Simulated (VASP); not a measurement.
# BaZrO3 (Pm-3m) in VASP: further runs, part 2 of 2

VASP 6.6.1. Earlier steps stand in the parts before.

## 4. Relaxation of cell and atoms, LDA, target pressure 10 GPa, at which the enthalpy is minimised

Input file INCAR:

```
PREC = Accurate
ENCUT = 600
EDIFF = 1E-6
ISMEAR = 0
SIGMA = 0.01
LREAL = F
LASPH = T
NELM = 60
ALGO = Normal
ISIF = 3
LWAVE = F
LCHARG = F
GGA = CA
IBRION = 2
NSW = 100
EDIFFG = -0.002
PSTRESS = 100.0
```

Input file KPOINTS:

```
Automatic mesh
0
Gamma
  4 4 4
```

Input file POSCAR:

```
BaZrO3
1.0
    4.1473627058      0.0000000000      0.0000000000
    0.0000000000      4.1473627058      0.0000000000
    0.0000000000      0.0000000000      4.1473627058
Ba Zr O
1 1 3
Direct
    0.0000000000      0.0000000000      0.0000000000
    0.5000000000      0.5000000000      0.5000000000
    0.0000000000      0.5000000000      0.5000000000
    0.5000000000      0.0000000000      0.5000000000
    0.5000000000      0.5000000000      0.0000000000
```

Potentials or basis: VASP PAW LDA potentials, release 64 (Ba_sv, Zr_sv, O).

Command:

```
$ cat potpaw_LDA.64/Ba_sv/POTCAR potpaw_LDA.64/Zr_sv/POTCAR potpaw_LDA.64/O/POTCAR > POTCAR
$ mpirun -np 1 vasp_std > vasp.out
```

OUTCAR:

```text
PREC = Accurate
   ENCUT = 600
   EDIFF = 1E-6
   ISMEAR = 0
   LREAL = F
   LASPH = T
   NELM = 60
   ISIF = 3
   GGA = CA
   IBRION = 2
   NSW = 100
   EDIFFG = -0.002
   PSTRESS = 100.0

 ion  position               nearest neighbor table
   1  0.000  0.000  0.000-   3 2.93   4 2.93   5 2.93   3 2.93   4 2.93   3 2.93   5 2.93   3 2.93
                             4 2.93   5 2.93   4 2.93   5 2.93   2 3.59   2 3.59   2 3.59   2 3.59
   2  0.500  0.500  0.500-   3 2.07   4 2.07   5 2.07   5 2.07   4 2.07   3 2.07   1 3.59   1 3.59
                             1 3.59   1 3.59   1 3.59   1 3.59   1 3.59   1 3.59
   3  0.000  0.500  0.500-   2 2.07   2 2.07   1 2.93   1 2.93   1 2.93   1 2.93
   4  0.500  0.000  0.500-   2 2.07   2 2.07   1 2.93   1 2.93   1 2.93   1 2.93
   5  0.500  0.500  0.000-   2 2.07   2 2.07   1 2.93   1 2.93   1 2.93   1 2.93

  LATTYP: Found a simple cubic cell.
 ALAT       =     4.1473627058

  Lattice vectors:

 A1 = (   4.1473627058,   0.0000000000,   0.0000000000)
 A2 = (   0.0000000000,   4.1473627058,   0.0000000000)
 A3 = (   0.0000000000,   0.0000000000,   4.1473627058)

Analysis of symmetry for initial positions (statically):
=====================================================================
 Subroutine PRICEL returns:
 Original cell was already a primitive cell.

 Routine SETGRP: Setting up the symmetry group for a
 simple cubic supercell.

 Subroutine GETGRP returns: Found 48 space group operations
 (whereof 48 operations were pure point group operations)
 out of a pool of 48 trial point group operations.

The static configuration has the point symmetry O_h .

Analysis of symmetry for dynamics (positions and initial velocities):
=====================================================================
 Subroutine PRICEL returns:
 Original cell was already a primitive cell.

 Routine SETGRP: Setting up the symmetry group for a
 simple cubic supercell.

 Subroutine GETGRP returns: Found 48 space group operations
 (whereof 48 operations were pure point group operations)
 out of a pool of 48 trial point group operations.
[... 99 lines left out ...]
   ISYM   =      2    0-nonsym 1-usesym 2-fastsym
   POTIM  = 0.5000    time-step for ionic-motion
   TEBEG  =    0.0;   TEEND  =   0.0 temperature during run
   PSTRESS=  100.0 pullay stress
   NELECT =      40.0000    total number of electrons
   NUPDOWN=      -1.0000    fix difference up-down
   EMIN   =  10.00;   EMAX   =-10.00  energy-range for DOS
   EFERMI =   0.00;   METHOD = LEGACY
   ISMEAR =     0;   SIGMA  =   0.01  broadening in eV -4-tet -1-fermi 0-gaus
   EFERMI_NEDOS =   21; number of points for ismear=-14 and -15
   IALGO  =     38    algorithm
   IMIX   =      4    mixing-type and parameters
     AMIX     =   0.40;   BMIX     =  1.00
     AMIX_MAG =   1.60;   BMIX_MAG =  1.00
  volume/ion in A,a.u.               =      14.27        96.28
  Fermi-wavevector in a.u.,A,eV,Ry     =   1.349966  2.551066 24.795367  1.822408
  Thomas-Fermi vector in A             =   2.477509
   LORBIT       =      0    0 simple, 1 ext, 2 COOP (PROOUT), +10 PAW based schemes
   GGA     = CA    functional components
   LHFCALC =     F    Hartree Fock is set to
   AEXX    =    0.0000 exact exchange contribution
   IVDW    =     0    specifies the selected vdW correction
   LEPSILON=     F    determine dielectric tensor
   LRPA    =     F    only Hartree local field effects (RPA)
 conjugate gradient relaxation of ions
 non-spin polarized calculation
 Gauss-broadening in eV      SIGMA  =   0.01
  energy-cutoff  :      600.00
  volume of cell :       71.34
 maximum number of plane-waves:      2409
 NGX is ok and might be reduce to    36
   NGX = 17   NGY = 17   NGZ = 17

--------------------------------------- Ionic step        1  -------------------------------------------

 number of electron      39.9999990 magnetization

 Free energy of the ion-electron system (eV)
  ---------------------------------------------------
  ext. energy  EPLUGINS =         0.00000000
  ---------------------------------------------------
  free energy    TOTEN  =       -45.73430852 eV

  energy without entropy =      -45.73430852  energy(sigma->0) =      -45.73430852

------------------------ aborting loop because EDIFF is reached ----------------------------------------

  FORCE on cell =-STRESS in cart. coord.  units (eV):
  Direction    XX          YY          ZZ          XY          YZ          ZX
  --------------------------------------------------------------------------------------
  -------------------------------------------------------------------------------------
  Total        0.6142825      0.6142825      0.6142825      0.0000000      0.0000000     -0.0000000
  in kB       13.7963016     13.7963016     13.7963016      0.0000000      0.0000000     -0.0000000
  external PRESSURE =     -86.2036984 kB  Pullay stress =     100.0000000 kB
[... 274 lines left out ...]
--------------------------------------- Ionic step        8  -------------------------------------------

 number of electron      39.9999986 magnetization

 Free energy of the ion-electron system (eV)
  ---------------------------------------------------
  ext. energy  EPLUGINS =         0.00000000
  ---------------------------------------------------
  free energy    TOTEN  =       -45.62918465 eV

  energy without entropy =      -45.62918465  energy(sigma->0) =      -45.62918465

 E-fermi :   4.1431     XC(G=0): -11.6115

 val. band max:        4.0375393140   @ k =   0.5000   0.5000   0.5000
 cond. band min:       7.2461183782   @ k =   0.0000   0.0000   0.0000
 fundamental gap:      3.2085790643
 Fermi energy:         4.1431255893

 k-point     1 :       0.0000    0.0000    0.0000
  band No.  band energies     occupation
      1     -42.1755      2.00000
      2     -20.8914      2.00000
      3     -20.6298      2.00000
      4     -20.6298      2.00000
      5     -20.6298      2.00000
      6     -12.1374      2.00000
[... 295 lines left out ...]
  energy  without entropy=      -45.6291846470  energy(sigma->0) =      -45.62918465

  enthalpy is  TOTEN    =       -41.3664325957 eV   P V=        4.2627520512

 reached required accuracy - stopping structural energy minimisation
```

CONTCAR:

```text
BaZrO3
   1.00000000000000
     4.0875858286536575    0.0000000000000000   -0.0000000000000000
     0.0000000000000000    4.0875858286536575   -0.0000000000000000
     0.0000000000000000    0.0000000000000000    4.0875858286536575
  Ba              Zr              O
     1     1     3
Direct
     0.0000000000000000    0.0000000000000000    0.0000000000000000
     0.5000000000000000    0.5000000000000000    0.5000000000000000
     0.0000000000000000    0.5000000000000000    0.5000000000000000
     0.5000000000000000    0.0000000000000000    0.5000000000000000
     0.5000000000000000    0.5000000000000000    0.0000000000000000

  0.00000000E+00  0.00000000E+00  0.00000000E+00
  0.00000000E+00  0.00000000E+00  0.00000000E+00
  0.00000000E+00  0.00000000E+00  0.00000000E+00
  0.00000000E+00  0.00000000E+00  0.00000000E+00
  0.00000000E+00  0.00000000E+00  0.00000000E+00
```

Run time: 38 s. Hardware: 1 thread of Intel Xeon 6975P-C (Granite Rapids), shared host; peak memory 0.19 GiB.

Results:

| Item | Value |
| --- | --- |
| Free energy | -45.6292 eV |
| Relaxed volume | 13.66 Å³/atom |
| Relaxed cell | a = 4.088 Å, b = 4.088 Å, c = 4.088 Å, α = 90.00°, β = 90.00°, γ = 90.00° |
| Space group after relaxing (to 0.05 Å) | Pm-3m (No. 221) |
| Energy change on relaxing (the enthalpy is what falls) | +21.0 meV/atom |
| Ionic steps | 8 |
| Pressure after relaxing | 10.0 GPa |
| Band gap on the k mesh | 3.21 eV, indirect (least direct gap 3.32 eV) |

Step by step:
```tsv
step	energy change (eV)	largest force (eV/Å)	pressure (GPa)	volume (Å³)
1	0.0000	0.0000	1.38	71.34
2	0.6297	0.0000	27.58	63.70
3	0.1009	0.0000	9.80	68.37
4	0.1045	0.0000	9.97	68.31
5	0.1083	0.0000	10.15	68.25
6	0.1011	0.0000	9.83	68.36
7	0.1043	0.0000	9.96	68.31
8	0.1051	0.0000	10.02	68.30
```

Final structure:
```xyz
5
Lattice="4.0876 0.0000 0.0000 0.0000 4.0876 0.0000 0.0000 0.0000 4.0876" Properties=species:S:1:pos:R:3 pbc="T T T"
Ba    0.0000    0.0000    0.0000
Zr    2.0438    2.0438    2.0438
O     0.0000    2.0438    2.0438
O     2.0438    0.0000    2.0438
O     2.0438    2.0438    0.0000
```

Caveat: the cell is relaxed towards a set pressure, so the enthalpy falls and the energy may rise; spin-orbit coupling is left out, which moves the levels of the heavy elements.

## 5. Relaxation of cell and atoms, LDA, target pressure 15 GPa, at which the enthalpy is minimised

INCAR: that of step 4 with these lines changed.

```diff
@@ -7,3 +7,3 @@
 LASPH = T
-NELM = 60
+NELM = 80
 ALGO = Normal
@@ -16,2 +16,2 @@
 EDIFFG = -0.002
-PSTRESS = 100.0
+PSTRESS = 150.0
```

KPOINTS is that of step 4.

POSCAR is that of step 4.

Command:

```
$ cat potpaw_LDA.64/Ba_sv/POTCAR potpaw_LDA.64/Zr_sv/POTCAR potpaw_LDA.64/O/POTCAR > POTCAR
$ mpirun -np 1 vasp_std > vasp.out
```

It took 44 s on 1 thread of Intel Xeon 6975P-C (Granite Rapids), shared host; peak memory 0.2 GiB.

It converged, with:

| Property | Result |
| --- | --- |
| Free energy | -45.5145 eV |
| Relaxed volume | 13.36 Å³/atom |
| Relaxed cell | a = 4.058 Å, b = 4.058 Å, c = 4.058 Å, α = 90.00°, β = 90.00°, γ = 90.00° |
| Space group after relaxing (to 0.05 Å) | Pm-3m (No. 221) |
| Energy change on relaxing (the enthalpy is what falls) | +44.0 meV/atom |
| Ionic steps | 7 |
| Pressure after relaxing | 15.0 GPa |
| Band gap on the k mesh | 3.25 eV, indirect (least direct gap 3.32 eV) |

The path:
```tsv
step	energy change (eV)	largest force (eV/Å)	pressure (GPa)	volume (Å³)
1	0.0000	0.0000	1.38	71.34
2	1.6222	0.0000	49.89	59.53
3	0.2052	0.0000	14.44	66.98
4	0.2179	0.0000	14.92	66.84
5	0.2261	0.0000	15.24	66.76
6	0.2107	0.0000	14.65	66.92
7	0.2199	0.0000	15.00	66.82
```

Final structure:
```yaml
crystal:
  lattice:
    - [4.05796, 0.00000, 0.00000]
    - [0.00000, 4.05796, 0.00000]
    - [0.00000, 0.00000, 4.05796]
  atoms:
    - { symbol: Ba, position: [0.00000, 0.00000, 0.00000] }
    - { symbol: Zr, position: [0.50000, 0.50000, 0.50000] }
    - { symbol: O, position: [0.00000, 0.50000, 0.50000] }
    - { symbol: O, position: [0.50000, 0.00000, 0.50000] }
    - { symbol: O, position: [0.50000, 0.50000, 0.00000] }
```

Levels at points of the mesh, in eV from the valence-band top:
| k point | band 17 | band 18 | band 19 | band 20 | band 21 | band 22 | band 23 | band 24 |
| --- | --- | --- | --- | --- | --- | --- | --- | --- |
| (0.00, 0.00, 0.00) | -1.16 | -0.07 | -0.07 | -0.07 | 3.25 | 3.25 | 3.25 | 4.62 |
| (0.50, 0.00, 0.00) | -1.90 | -1.90 | -0.25 | -0.25 | 3.80 | 6.30 | 6.30 | 6.70 |
| (0.50, 0.50, 0.00) | -0.91 | -0.91 | -0.49 | -0.09 | 6.25 | 6.25 | 6.91 | 7.07 |
| (0.50, 0.50, 0.50) | -2.57 | 0.00 | 0.00 | 0.00 | 6.30 | 6.30 | 6.30 | 7.83 |

Caveat: the cell is relaxed towards a set pressure, so the enthalpy falls and the energy may rise; spin-orbit coupling is left out, which moves the levels of the heavy elements.

## 6. Single point, LDA

Input file INCAR:

```
SYSTEM = BaZrO3
ALGO = Normal ; EDIFF = 1E-6
ENCUT = 520 ; GGA = CA
ISIF = 2 ; ISMEAR = -1
LASPH = .TRUE. ; LCHARG = .FALSE.
LREAL = .FALSE. ; LWAVE = .FALSE.
NBANDS = 28 ; NELM = 100
PREC = Accurate ; SIGMA = 0.05
```

Input file KPOINTS:

```
k-points
0
G
  8 8 8
  0 0 0
```

POSCAR is that of step 5.

Potentials or basis: VASP PAW LDA potentials, release 64 (Ba_sv, Zr_sv, O).

Command:

```
$ cat potpaw_LDA.64/Ba_sv/POTCAR potpaw_LDA.64/Zr_sv/POTCAR potpaw_LDA.64/O/POTCAR > POTCAR
$ mpirun -np 1 vasp_std > vasp.out
```

Wall time 19 s (1 thread of Intel Xeon 6975P-C (Granite Rapids), shared host); peak memory 0.2 GiB.

It converged, with:

```yaml
Free_energy: -45.7380 eV
Pressure: 1.5 GPa
Band_gap_on_the_k_mesh: 3.13 eV, indirect (least direct gap 3.31 eV)
```

Levels at points of the mesh, in eV from the valence-band top:
| k point | band 17 | band 18 | band 19 | band 20 | band 21 | band 22 | band 23 | band 24 |
| --- | --- | --- | --- | --- | --- | --- | --- | --- |
| (0.00, 0.00, 0.00) | -1.05 | -0.18 | -0.18 | -0.18 | 3.13 | 3.13 | 3.13 | 4.55 |
| (0.50, 0.00, 0.00) | -1.81 | -1.81 | -0.40 | -0.40 | 3.62 | 5.86 | 5.86 | 6.45 |
| (0.50, 0.50, 0.00) | -0.93 | -0.93 | -0.70 | -0.08 | 5.83 | 5.83 | 6.57 | 6.66 |
| (0.50, 0.50, 0.50) | -2.57 | 0.00 | 0.00 | 0.00 | 6.03 | 6.03 | 6.03 | 7.25 |

Caveat: spin-orbit coupling is left out, which moves the levels of the heavy elements. A k mesh can miss the band edges.

## 7. Overview

```tsv
task	cell	k mesh	cutoff (eV)	smearing	gap on the mesh (eV)	pressure (GPa)
relaxation of cell and atoms	relaxed to 4 GPa from a = 4.147 Å, 5 atoms	4 × 4 × 4	600	gaussian 0.01 eV	3.15	4.0
relaxation of cell and atoms	relaxed to 7 GPa from a = 4.147 Å, 5 atoms	4 × 4 × 4	600	gaussian 0.01 eV	3.18	7.0
relaxation of cell and atoms	relaxed to 10 GPa from a = 4.147 Å, 5 atoms	4 × 4 × 4	600	gaussian 0.01 eV	3.21	10.0
relaxation of cell and atoms	relaxed to 15 GPa from a = 4.147 Å, 5 atoms	4 × 4 × 4	600	gaussian 0.01 eV	3.25	15.0
single point	a = 4.147 Å, 5 atoms	8 × 8 × 8	520	fermi-dirac 0.05 eV	3.13	1.5
```

Alike in all rows: level LDA; potentials or basis VASP PAW LDA potentials, release 64 (Ba_sv, Zr_sv, O); no spin polarisation.

Caveats: spin-orbit coupling is left out, which moves the levels of the heavy elements; the cell is relaxed towards a set pressure, so the enthalpy falls and the energy may rise (some runs).

Total energies depend on the potentials used, so only differences within one code and one set of settings carry meaning.
